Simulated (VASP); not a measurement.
CO2:

```xyz
6
Lattice="2.6359 -2.3874 0.0000 2.6359 2.3874 0.0000 0.0000 0.0000 6.5872" Properties=species:S:1:pos:R:3 pbc="T T T"
C     0.0000    0.0000    0.0000
C     2.6359    0.0000    3.2936
O     2.6359   -1.4635    5.8747
O     2.6359    1.4635    0.7124
O     2.6359   -0.9239    2.5811
O     2.6359    0.9239    4.0060
```

| Quantity | Value |
| --- | --- |
| Program | VASP 6.6.1 |
| Task | relaxation of cell and atoms |
| Functional | PBE |
| Dispersion | D3(BJ) |
| Potentials or basis | VASP PAW PBE potentials, release 64 (C, O) |
| Cutoff | 600 eV |
| k mesh | 6 × 6 × 4 |
| Occupations | gaussian, width 0.02 eV |
| Spin | no spin polarisation |

At the start: pressure 3.0 GPa; volume 13.82 Å³/atom.

Task: Where does the relaxation end?

Result: Over 33 steps the energy falls by 4.9 meV/atom and the volume is 15.07 Å³/atom (+9.1 %); space group Cmce (No. 64, to 0.1 Å) before and after.

Step by step:
| step | energy change (eV) | largest force (eV/Å) | pressure (GPa) | volume (Å³) |
| --- | --- | --- | --- | --- |
| 1 | 0.0000 | 0.7668 | 3.01 | 82.91 |
| 2 | 0.4598 | 4.4308 | -12.70 | 86.05 |
| 3 | -0.0126 | 0.1139 | 0.38 | 83.32 |
| 4 | -0.0126 | 0.0626 | 0.53 | 83.30 |
| 5 | -0.0126 | 0.0477 | 0.58 | 83.29 |
| 6 | -0.0149 | 0.0443 | 0.52 | 83.80 |
| 7 | -0.0207 | 0.0326 | 0.37 | 85.35 |
| 8 | -0.0272 | 0.0079 | 0.15 | 88.50 |
| 9 | -0.0243 | 0.0897 | -0.04 | 95.02 |
| 10 | -0.0282 | 0.0510 | 0.11 | 90.91 |
| 11 | -0.0074 | 1.0112 | -2.82 | 91.92 |
| 12 | -0.0283 | 0.0091 | -0.04 | 90.96 |
| 13 | -0.0283 | 0.0083 | -0.04 | 90.96 |
| 14 | -0.0285 | 0.0073 | -0.03 | 90.89 |
| 15 | -0.0289 | 0.0058 | -0.02 | 90.69 |
| 16 | -0.0294 | 0.0259 | -0.05 | 90.29 |
| 17 | -0.0291 | 0.1164 | 0.34 | 90.19 |
| 18 | -0.0294 | 0.0063 | 0.04 | 90.26 |
| 19 | -0.0294 | 0.0100 | 0.05 | 90.27 |
| 20 | -0.0294 | 0.0208 | 0.08 | 90.28 |
| 21 | -0.0295 | 0.0421 | 0.14 | 90.31 |
| 22 | -0.0295 | 0.0409 | 0.13 | 90.31 |
| 23 | -0.0295 | 0.0371 | 0.12 | 90.32 |
| 24 | -0.0295 | 0.0295 | 0.10 | 90.33 |
| 25 | -0.0295 | 0.0141 | 0.05 | 90.35 |
| 26 | -0.0295 | 0.0171 | -0.03 | 90.39 |
| 27 | -0.0295 | 0.0119 | -0.01 | 90.38 |
| 28 | -0.0295 | 0.0108 | -0.01 | 90.38 |
| 29 | -0.0295 | 0.0102 | -0.01 | 90.39 |
| 30 | -0.0296 | 0.0090 | -0.01 | 90.40 |
| 31 | -0.0296 | 0.0066 | 0.00 | 90.42 |
| 32 | -0.0296 | 0.0059 | 0.00 | 90.43 |
| 33 | -0.0296 | 0.0014 | 0.02 | 90.42 |

Final structure:
```
C O
1.0
     2.77551   -2.47614    0.00000
     2.77551    2.47614    0.00000
     0.00000    0.00000    6.57866
C O
2 4
Direct
  0.00000 0.00000 0.00000
  0.50000 0.50000 0.50000
  0.80752 0.19248 0.89567
  0.19248 0.80752 0.10433
  0.69248 0.30752 0.39567
  0.30752 0.69248 0.60433
```
